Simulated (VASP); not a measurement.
Ir, 1 atom in the cell. Symmetry: I4/mmm, No. 139, tetragonal system. The conventional cell has a = 2.715 Å, b = 2.715 Å, c = 4.147 Å, α = 90.00°, β = 90.00°, γ = 90.00°. Ir (site symmetry 4/mmm) has 12 Ir at 2.71 to 2.83 Å within 3.6 Å.  This cell differs from its parent crystal: strain +0.000 along x and y, +0.080 along z.

```yaml
Program: VASP 6.6.1
Task: single point
Functional: PBEsol
Potentials_or_basis: VASP PAW PBE potentials, release 64 (Ir)
Cutoff: 520 eV
k_mesh: 22 × 22 × 22
Occupations: gaussian, width 0.15 eV
Spin: no spin polarisation
Dipole_correction: no
Further_INCAR_settings: ALGO = Normal; EDIFF = 1e-06; NBANDS = 10
```

Potentials or basis: VASP PAW PBE potentials, release 64 (Ir).

Launch:

```bash
$ cat potpaw_PBE.64/Ir/POTCAR > POTCAR
$ mpirun -np 1 vasp_std > vasp.out
```

Hardware: 1 thread of Intel(R) Xeon(R) Platinum 8375C CPU @ 2.90GHz (Ice Lake) (shared host).

Task: How long does it take, and how much memory?

Result: Wall time 62 s on 1 thread of Intel(R) Xeon(R) Platinum 8375C CPU @ 2.90GHz (Ice Lake), with other jobs on the host, peak memory 0.25 GiB. Counts: scf iterations 12, k points 834.
